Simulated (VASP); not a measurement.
A run of VASP 6.6.1 is set up as follows.

The input INCAR:

```
PREC = Accurate
ENCUT = 450
EDIFF = 1E-7
ISMEAR = -1
SIGMA = 0.02
LREAL = F
LASPH = T
NELM = 120
ALGO = Normal
ISIF = 2
LWAVE = F
LCHARG = F
GGA = PE
IBRION = 2
NSW = 80
EDIFFG = -0.02
GGA_COMPAT = F
NELMIN = 4
```

The input KPOINTS:

```
Automatic mesh
0
Gamma
  14 14 14
```

POSCAR

```
Si
1.0
    0.0000000000      2.7153500000      2.7425035000
    2.7153500000      0.0000000000      2.7425035000
    2.7153500000      2.7153500000      0.0000000000
Si
2
Direct
    0.0000000000      0.0000000000      0.0000000000
    0.2500000000      0.2500000000      0.2500000000
```

Potentials or basis: VASP PAW PBE potentials, release 64 (Si).

Launch:

```console
$ cat potpaw_PBE.64/Si/POTCAR > POTCAR
$ mpirun -np 1 vasp_std > vasp.out
```

(1) Predict the band gap on the k mesh.

Answers

(1) 0.54 eV (least direct gap 2.53 eV).

Caveat: the cell differs from its parent crystal (z stretched by +1 %); semilocal functionals underestimate gaps, and a narrow one can read as zero.
